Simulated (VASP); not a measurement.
Ca:

```xyz
2
Lattice="0.0000 3.7025 3.7025 3.7025 0.0000 3.7025 3.7025 3.7025 0.0000" Properties=species:S:1:pos:R:3 pbc="T T T"
Ca   -0.9256   -0.9256   -0.9256
Ca    0.9256    0.9256    0.9256
```

This isn't the form of Ca at room conditions, which is fcc.

```yaml
Program: VASP 6.6.1
Task: relaxation of cell and atoms
Functional: PBEsol
Potentials_or_basis: VASP PAW PBE potentials, release 64 (Ca_sv)
Cutoff: 600 eV
k_mesh: 9 × 9 × 9
Occupations: fermi-dirac, width 0.05 eV
Spin: no spin polarisation
```

At the start: pressure 2.2 GPa; volume 50.75 Å³/atom.

**Question.** How do energy, volume and symmetry change on relaxing?

**Answer.** Over 4 steps the energy falls by 147.5 meV/atom and the volume is 75.07 Å³/atom (+47.9 %); space group Fd-3m (No. 227, to 0.1 Å) before and after.

Step by step:
| step | energy change (eV) | largest force (eV/Å) | pressure (GPa) | volume (Å³) |
| --- | --- | --- | --- | --- |
| 1 | 0.0000 | 0.0000 | 2.21 | 101.51 |
| 2 | -0.1254 | 0.0000 | 1.57 | 112.14 |
| 3 | -0.2949 | 0.0000 | 0.05 | 148.45 |
| 4 | -0.2951 | 0.0000 | -0.01 | 150.13 |

Final structure:
```
CELL_PARAMETERS angstrom
0.00000 4.21840 4.21840
4.21840 0.00000 4.21840
4.21840 4.21840 0.00000
ATOMIC_POSITIONS crystal
Ca 0.87500 0.87500 0.87500
Ca 0.12500 0.12500 0.12500
```

Caveat: the volume moved by over 15 % at a fixed basis, so the end points are rough; the PAW data sets were made with another functional, which shifts forces and pressure a little.
